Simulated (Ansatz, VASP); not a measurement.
SrTiO3 in VASP and in Ansatz

The input INCAR:

```
SYSTEM = SrTiO3
ALGO = Normal
EDIFF = 1E-6
ENCUT = 520
GGA = PE
ISIF = 2
ISMEAR = 0
LASPH = .True.
LCHARG = .False.
LREAL = .False.
LWAVE = .False.
NBANDS = 28
NELM = 60
PREC = Accurate
SIGMA = 0.05
```

The input KPOINTS:

```
k-points
0
Gamma
  8 8 8
  0 0 0
```

POSCAR

```
SrTiO3
1.0
    3.9364035669      0.0000000000      0.0000000000
    0.0000000000      3.9364035669      0.0000000000
    0.0000000000      0.0000000000      3.9364035669
Sr Ti O
1 1 3
Direct
    0.0000000000     -0.0673622606     -0.0673622606
    0.5000000000      0.5000000000      0.5000000000
    0.0000000000      0.5000000000      0.5000000000
    0.5000000000      0.0000000000      0.5000000000
    0.5000000000      0.5000000000      0.0000000000
```

Input for Ansatz:

```yaml
crystal:
  lattice:
    - [3.9364035669, 0.0, 0.0]
    - [0.0, 3.9364035669, 0.0]
    - [0.0, 0.0, 3.9364035669]
  atoms:
    - { symbol: Sr, position: [0.0, -0.0673622606, -0.0673622606] }
    - { symbol: Ti, position: [0.5, 0.5, 0.5] }
    - { symbol: O, position: [0.0, 0.5, 0.5] }
    - { symbol: O, position: [0.5, 0.0, 0.5] }
    - { symbol: O, position: [0.5, 0.5, 0.0] }
basis:
  ecutwfc: 420
kpoints:
  mp_grid: { grid: [8, 8, 8] }
hamiltonian:
  xc: pbe
scf:
  occupations: { method: gaussian, width: 0.05 }
output:
  forces: true
  stress: true
  eigenvalues: true
```

Alike in both runs: task single point; functional PBE; k mesh 8 × 8 × 8; occupations gaussian, width 0.05 eV; no spin polarisation.

|  | VASP | Ansatz |
| --- | --- | --- |
| version | VASP 6.6.1 | Ansatz 0.2.0 |
| potentials or method | VASP PAW PBE potentials, release 64 (Sr_sv, Ti_sv, O), cutoff 520 eV | scalar-relativistic, plane waves, PAW |
| valence electrons in the cell | 40 | 40 |

```csv
,VASP,Ansatz,Ansatz less VASP
gap on the k mesh at the Fermi level (eV),1.74,1.76,+0.026
least direct gap on the mesh (eV),2.10,2.12,+0.020
pressure (GPa),4.0,3.3,-0.69
"traceless stress, the component that is largest in VASP (GPa)",3.67,3.58,-0.090
rms of the force components (eV/Å),0.573,0.555,-0.0181
```

Atom by atom the forces differ by 0.024 eV/Å (rms over components).
